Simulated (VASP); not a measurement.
Ag: single point with LDA

The system is Ag.

```
CELL_PARAMETERS angstrom
2.81804 0.00000 0.00000
-1.40902 2.44049 0.00000
0.00000 0.00000 4.60696
ATOMIC_POSITIONS crystal
Ag 0.33333 0.66667 0.25000
Ag 0.66667 0.33333 0.75000
```

```
Program             : VASP 6.6.1
Task                : single point
Functional          : LDA
Potentials or basis : VASP PAW LDA potentials, release 64 (Ag)
Cutoff              : 520 eV
k mesh              : 9 × 9 × 5
Occupations         : fermi-dirac, width 0.05 eV
Spin                : no spin polarisation
```

The pressure is 1.6 GPa. The band gap on the k mesh is zero (band 11 reaches 13.34 eV, above the bottom of band 12 at 5.91 eV).

Stress tensor (GPa, compression positive):
```
0.87 0.00 0.00
0.00 0.87 0.00
0.00 0.00 3.00
```

Levels at points of the mesh, in eV from the Fermi level:
```tsv
k point	band 7	band 8	band 9	band 10	band 11	band 12	band 13	band 14	band 15	band 16
(0.00, 0.00, 0.00)	-4.80	-4.38	-4.38	-3.21	-3.21	-0.76	3.86	15.75	17.70	18.09
```

Wall time 6.6 s on 1 thread of Intel(R) Xeon(R) 6975P-C (Granite Rapids) (shared host), peak memory 0.14 GiB.
